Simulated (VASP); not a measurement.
A run of VASP 6.6.1:

The input POSCAR:

```
SiC
1.0
    0.0000000000      2.1740000000      2.1740000000
    2.1740000000      0.0000000000      2.1740000000
    2.1740000000      2.1740000000      0.0000000000
Si C
1 1
Direct
    0.0517479301      0.0517479301     -0.1249305546
    0.7500000000      0.7500000000      0.7500000000
```

The input INCAR.step1:

```
SYSTEM = SiC
PREC     = Accurate       ! precision mode
ENCUT    = 520            ! plane-wave cutoff, eV
ISMEAR   = 0              ! smearing method
SIGMA    = 0.05           ! smearing width, eV
LREAL    = .FALSE.        ! projectors in reciprocal space
LASPH    = .TRUE.         ! aspherical terms in the spheres
NELM     = 80             ! most SCF steps
NBANDS   = 11             ! bands
GGA      = PE             ! functional
ALGO     = Normal         ! electronic algorithm
EDIFF    = 1E-4           ! SCF threshold, eV
LWAVE    = .TRUE.         ! write WAVECAR
LCHARG   = .FALSE.        ! write CHGCAR
```

The input INCAR.step2:

```
SYSTEM = SiC
PREC     = Accurate       ! precision mode
ENCUT    = 520            ! plane-wave cutoff, eV
EDIFF    = 1E-6           ! SCF threshold, eV
ISMEAR   = 0              ! smearing method
SIGMA    = 0.05           ! smearing width, eV
LREAL    = .FALSE.        ! projectors in reciprocal space
LASPH    = .TRUE.         ! aspherical terms in the spheres
NELM     = 80             ! most SCF steps
ALGO     = Normal         ! electronic algorithm
ISIF     = 2              ! what is computed and relaxed
LWAVE    = .FALSE.        ! write WAVECAR
LCHARG   = .FALSE.        ! write CHGCAR
METAGGA  = R2SCAN         ! meta-GGA
LMIXTAU  = .TRUE.       
NBANDS   = 11             ! bands
ISTART   = 1
```

File KPOINTS:

```
regular mesh
0
G
  12 12 12
  0 0 0
```

Potentials or basis: VASP PAW PBE potentials, release 64 (Si, C).

Command:

```bash
$ cat potpaw_PBE.64/Si/POTCAR potpaw_PBE.64/C/POTCAR > POTCAR
$ cp INCAR.step1 INCAR
$ mpirun -np 1 vasp_std > vasp.out
$ cp INCAR.step2 INCAR
$ mpirun -np 1 vasp_std > vasp.out
```

Hardware: 1 thread of Intel(R) Xeon(R) Platinum 8488C (Sapphire Rapids), with other jobs on the host.

**Question.** How long does it take, and how much memory?

**Answer.** Wall time 3.7 min on 1 thread of Intel(R) Xeon(R) Platinum 8488C (Sapphire Rapids), on a shared host, peak memory 0.22 GiB. Counts: k points 476.
